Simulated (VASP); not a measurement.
Here is a VASP 6.6.1 calculation.

POSCAR

```
HgTe
1.0
    0.0000000000      3.2863780867      3.2863780867
    3.2863780867      0.0000000000      3.2863780867
    3.2863780867      3.2863780867      0.0000000000
Hg Te
1 1
Direct
    0.0000000000      0.0000000000      0.0000000000
    0.2500000000      0.2500000000      0.2500000000
```

File INCAR.step1:

```
SYSTEM = HgTe
PREC = Accurate
ENCUT = 520
ISMEAR = 0
SIGMA = 0.1
LREAL = .False.
LASPH = .True.
NELM = 100
NBANDS = 16
GGA = PE
ALGO = Normal
EDIFF = 1E-4
LWAVE = .True.
LCHARG = .False.
```

File INCAR.step2:

```
SYSTEM = HgTe
PREC = Accurate
ENCUT = 520
EDIFF = 1E-6
ISMEAR = 0
SIGMA = 0.1
LREAL = .False.
LASPH = .True.
NELM = 100
ALGO = Normal
ISIF = 2
LWAVE = .False.
LCHARG = .False.
METAGGA = R2SCAN
LMIXTAU = .True.
NBANDS = 16
ISTART = 1
```

File KPOINTS:

```
regular mesh
0
Gamma
  14 14 14
  0 0 0
```

Potentials or basis: VASP PAW PBE potentials, release 64 (Hg, Te).

Launch:

```sh
$ cat potpaw_PBE.64/Hg/POTCAR potpaw_PBE.64/Te/POTCAR > POTCAR
$ cp INCAR.step1 INCAR
$ mpirun -np 1 vasp_std > vasp.out
$ cp INCAR.step2 INCAR
$ mpirun -np 1 vasp_std > vasp.out
```

(1) Predict the pressure.

(2) Estimate the band gap on the k mesh.

Results:

(1) 0.1 GPa.

(2) zero (filled and empty bands touch).

Caveat: semilocal functionals underestimate gaps, and a narrow one can read as zero; the PAW data sets were made with another functional, which shifts forces and pressure a little; spin-orbit coupling is left out, which moves the levels of the heavy elements.
